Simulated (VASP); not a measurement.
# HgC2S2N2: single point with r2SCAN

The system is HgC2S2N2.

```xyz
7
Lattice="5.4212 -2.0261 -0.0293 5.4212 2.0261 -0.0293 -0.6247 0.0000 6.5388" Properties=species:S:1:pos:R:3 pbc="T T T"
Hg    0.0000    0.0000    0.0000
C     2.7628    0.0000    1.4020
C     7.4549    0.0000    5.0782
S     1.2547    0.0000    2.0729
S     8.9630    0.0000    4.4073
N     3.8477    0.0000    0.9656
N     6.3699    0.0000    5.5146
```

```
Program                : VASP 6.6.1
Task                   : single point
Functional             : r2SCAN
Potentials or basis    : VASP PAW PBE potentials, release 64 (Hg, C, S, N)
Cutoff                 : 520 eV
k mesh                 : 4 × 4 × 4
Occupations            : gaussian, width 0.1 eV
Spin                   : no spin polarisation
Dipole correction      : no
Further INCAR settings : ALGO = Normal; EDIFF = 1e-06; NBANDS = 30
```

```yaml
Pressure: 0.3 GPa
Largest_force: 0.696 eV/Å
Band_gap_on_the_k_mesh: 2.64 eV (least direct gap 2.79 eV)
```

Forces in eV/Å, atoms in the order of the input:
```
Hg   0.000  0.000  0.000
C   -0.643  0.000  0.265
C    0.643  0.000 -0.265
S    0.175  0.000 -0.016
S   -0.175  0.000  0.016
N    0.488  0.000 -0.189
N   -0.488  0.000  0.189
```

Stress tensor (GPa, compression positive):
```
 0.77  0.00 -0.15
 0.00  0.00  0.00
-0.15  0.00  0.27
```

Levels at points of the mesh, in eV from the valence-band top:
| k point | band 17 | band 18 | band 19 | band 20 | band 21 | band 22 | band 23 | band 24 | band 25 | band 26 |
| --- | --- | --- | --- | --- | --- | --- | --- | --- | --- | --- |
| (0.00, 0.00, 0.00) | -3.29 | -1.84 | -1.05 | -0.78 | -0.15 | 2.64 | 4.63 | 4.88 | 5.76 | 6.33 |
| (0.50, 0.00, 0.00) | -3.03 | -2.28 | -1.39 | -1.25 | -0.41 | 3.08 | 4.23 | 5.69 | 5.79 | 6.20 |
| (0.50, 0.50, 0.00) | -3.07 | -1.26 | -1.25 | -0.28 | 0.00 | 3.66 | 4.93 | 5.17 | 5.44 | 5.77 |
| (0.00, 0.00, 0.50) | -3.46 | -1.71 | -1.07 | -0.81 | -0.10 | 3.45 | 4.85 | 5.26 | 5.98 | 6.33 |
| (0.50, 0.00, 0.50) | -3.01 | -2.26 | -1.44 | -1.22 | -0.56 | 2.97 | 4.26 | 5.56 | 5.58 | 5.91 |
| (0.50, 0.50, 0.50) | -3.21 | -1.26 | -1.24 | -0.14 | -0.13 | 3.23 | 5.04 | 5.22 | 5.57 | 5.90 |

Wall time 11 min on 1 thread of Intel Xeon 8259CL, on a shared host, peak memory 0.44 GiB.

Caveat: the PAW data sets were made with another functional, which shifts forces and pressure a little; spin-orbit coupling is left out, which moves the levels of the heavy elements. r2SCAN opens gaps a little over a GGA but as a rule still falls short of measured ones.
